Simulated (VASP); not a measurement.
Write the native input for VASP 6.6.1 that does the following.

```
Task                   : relaxation of cell and atoms
Functional             : PBE
Potentials or basis    : VASP PAW PBE potentials, release 64 (Na_pv, Al, P, S)
Cutoff                 : 600 eV
k mesh                 : 6 × 6 × 6
Occupations            : gaussian, width 0.1 eV
Spin                   : no spin polarisation
Dipole correction      : no
Further INCAR settings : ALGO = Normal; EDIFF = 1e-06; IBRION = 2; EDIFFG = -0.01; NSW = 100; ISIF = 3
```

The structure of Na4AlPS4 lies in POSCAR:

```
Na4AlPS4
1.0
    0.0000000000      5.1981331135      5.1981331135
    5.1981331135      0.0000000000      5.1981331135
    5.1981331135      5.1981331135      0.0000000000
Na Al P S
4 1 1 4
Direct
    0.6266580038      0.6266580038      0.6266580038
    0.6266580038      0.6266580038      0.1200259885
    0.6266580038      0.1200259885      0.6266580038
    0.1200259885      0.6266580038      0.6266580038
    0.0000000000      0.0000000000      0.0000000000
    0.2500000000      0.2500000000      0.2500000000
    0.1258365385      0.1258365385      0.1258365385
    0.1258365385      0.1258365385      0.6224903845
    0.1258365385      0.6224903845      0.1258365385
    0.6224903845      0.1258365385      0.1258365385
```

These files were run (other wordings do the same):

INCAR

```
PREC = Accurate
ENCUT = 600
EDIFF = 1E-6
ISMEAR = 0
SIGMA = 0.1
LREAL = False
LASPH = True
NELM = 60
ALGO = Normal
ISIF = 3
LWAVE = False
LCHARG = False
GGA = PE
IBRION = 2
NSW = 100
EDIFFG = -0.01
```

KPOINTS

```
regular mesh
0
Gamma
  6 6 6
```

Potentials or basis: VASP PAW PBE potentials, release 64 (Na_pv, Al, P, S).

Command:

```console
$ cat potpaw_PBE.64/Na_pv/POTCAR potpaw_PBE.64/Al/POTCAR potpaw_PBE.64/P/POTCAR potpaw_PBE.64/S/POTCAR > POTCAR
$ mpirun -np 1 vasp_std > vasp.out
```

Results of the run:

```yaml
Relaxed_volume: 28.39 Å³/atom
Relaxed_cell: a = 7.378 Å, b = 7.378 Å, c = 7.378 Å, α = 60.00°, β = 60.00°, γ = 60.00°
Space_group_after_relaxing_to_0.05_Å: F-43m (No. 216)
Energy_gained_by_relaxing: 0.3 meV/atom
Ionic_steps: 3
Pressure_after_relaxing: 0.0 GPa
Largest_force_after_relaxing: 0.010 eV/Å
Band_gap_on_the_k_mesh: zero (band 30 reaches 2.38 eV, above the bottom of band 31 at 2.33 eV)
```

Wall time 7.4 min on 1 thread of Oxide Virtual Turin-like Processor, on a shared host, peak memory 0.61 GiB.
